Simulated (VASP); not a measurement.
AlN: single point with PBE+D3(BJ)

System: AlN, a slab with vacuum.

```xyz
32
Lattice="6.2188 0.0000 0.0000 -3.1094 5.3857 0.0000 0.0000 0.0000 26.6624" Properties=species:S:1:pos:R:3 pbc="T T T"
N     0.0000    1.7952    8.0000
N    -1.5547    4.4881    8.0000
N     3.1094    1.7952    8.0000
N     1.5547    4.4881    8.0000
N     1.5547    0.8976   10.4894
N     0.0000    3.5904   10.4894
N     4.6641    0.8976   10.4894
N     3.1094    3.5904   10.4894
N    -0.0017    1.7983   13.1119
N    -1.5539    4.4812   12.9925
N     3.1099    1.8050   13.1224
N     1.5563    4.4783   12.9970
N     1.5543    0.8649   15.4851
N    -0.0029    3.6165   15.4597
N     4.6614    0.8577   15.4913
N     3.1187    3.6267   15.4864
Al    1.5547    0.8976    8.5881
Al    0.0000    3.5904    8.5881
Al    4.6641    0.8976    8.5881
Al    3.1094    3.5904    8.5881
Al    0.0000    1.7952   11.0775
Al   -1.5547    4.4881   11.0775
Al    3.1094    1.7952   11.0775
Al    1.5547    4.4881   11.0775
Al    1.5544    0.8538   13.4935
Al   -0.0013    3.6352   13.5330
Al    4.6631    0.8518   13.4966
Al    3.1135    3.6428   13.5457
Al   -0.0016    1.8056   15.5883
Al   -1.5424    4.4696   16.1870
Al    3.1082    1.8116   15.5875
Al    1.5496    4.4501   16.1639
```

```
Program             : VASP 6.6.1
Task                : single point
Functional          : PBE
Dispersion          : D3(BJ)
Potentials or basis : VASP PAW PBE potentials, release 64 (N, Al)
Cutoff              : 520 eV
k mesh              : 3 × 3 × 1
Occupations         : gaussian, width 0.05 eV
Spin                : no spin polarisation
```

The largest force is 2.955 eV/Å, the band gap on the k mesh is zero (bands 64 and 65 overlap by 0.16 eV) and the dispersion energy per atom is -0.215 eV.

Forces in eV/Å, atoms in the order of the input:
```
N    0.000 -0.025  2.109
N    0.001  0.027  2.100
N    0.000 -0.025  2.105
N   -0.001  0.026  2.100
N    0.010  0.097  2.505
N    0.003 -0.093  2.225
N   -0.011  0.090  2.502
N   -0.001 -0.100  2.204
N    0.002 -0.008 -0.098
N   -0.001 -0.008  0.031
N    0.002 -0.013 -0.094
N   -0.001 -0.008  0.009
N   -0.004 -0.008 -0.180
N    0.021 -0.119 -0.128
N    0.037  0.007 -0.189
N   -0.042 -0.145 -0.173
Al   0.001  0.017 -2.955
Al   0.000 -0.015 -2.841
Al  -0.002  0.016 -2.954
Al   0.000 -0.016 -2.834
Al  -0.007  0.160 -1.422
Al  -0.016 -0.177 -1.726
Al   0.004  0.196 -1.413
Al   0.021 -0.181 -1.691
Al   0.001  0.036 -0.039
Al   0.016 -0.037 -0.245
Al   0.003  0.024 -0.053
Al  -0.022 -0.048 -0.250
Al  -0.046 -0.202  0.244
Al   0.076  0.317  0.440
Al   0.053 -0.260  0.262
Al  -0.099  0.475  0.448
```

Levels at points of the mesh, in eV from the Fermi level:
```
           k point  band 61  band 62  band 63  band 64  band 65  band 66  band 67  band 68  band 69  band 70
(0.00, 0.00, 0.00)    -0.16    -0.16    -0.16     0.15     0.15     0.63     1.24     1.37     2.30     2.33
```

It took 49 min on 1 thread of Intel Xeon 8259CL (shared host), peak memory 1 GiB.

Caveat: the k points lie up to 0.39 Å⁻¹ apart.
